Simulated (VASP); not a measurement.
A run of VASP 6.6.1:

File POSCAR:

```
Al
1.0
    0.0000000000      1.9974394157      1.9974394157
    1.9974394157      0.0000000000      1.9974394157
    1.9974394157      1.9974394157      0.0000000000
Al
1
Direct
    0.0000000000      0.0000000000      0.0000000000
```

File INCAR.step1:

```
PREC = Accurate ; ENCUT = 520
ISMEAR = -1 ; SIGMA = 0.05
LREAL = False ; LASPH = True
NELM = 60 ; NBANDS = 8
GGA = PE ; ALGO = Normal
EDIFF = 1E-4 ; LWAVE = True
LCHARG = False
```

File INCAR.step2:

```
PREC = Accurate ; ENCUT = 520
EDIFF = 1E-6 ; ISMEAR = -1
SIGMA = 0.05 ; LREAL = False
LASPH = True ; NELM = 60
ALGO = Normal ; ISIF = 2
LWAVE = False ; LCHARG = True
METAGGA = R2SCAN ; LMIXTAU = True
IVDW = 12 ; VDW_S6 = 1.0
VDW_S8 = 0.78981345 ; VDW_A1 = 0.49484001
VDW_A2 = 5.73083694 ; LELF = True
LVHAR = True ; NBANDS = 8
ISTART = 1
```

File KPOINTS:

```
regular mesh
0
Gamma
  11 11 11
```

Potentials or basis: VASP PAW PBE potentials, release 64 (Al).

Launch:

```bash
$ cat potpaw_PBE.64/Al/POTCAR > POTCAR
$ cp INCAR.step1 INCAR
$ mpirun -np 1 vasp_std > vasp.out
$ cp INCAR.step2 INCAR
$ mpirun -np 1 vasp_std > vasp.out
```

Hardware: 1 thread of Intel Xeon 6975P-C, with other jobs on the host.

How long does it take, and how much memory?

Wall time 18 s on 1 thread of Intel Xeon 6975P-C, on a shared host, peak memory 0.14 GiB. Counts: k points 56.
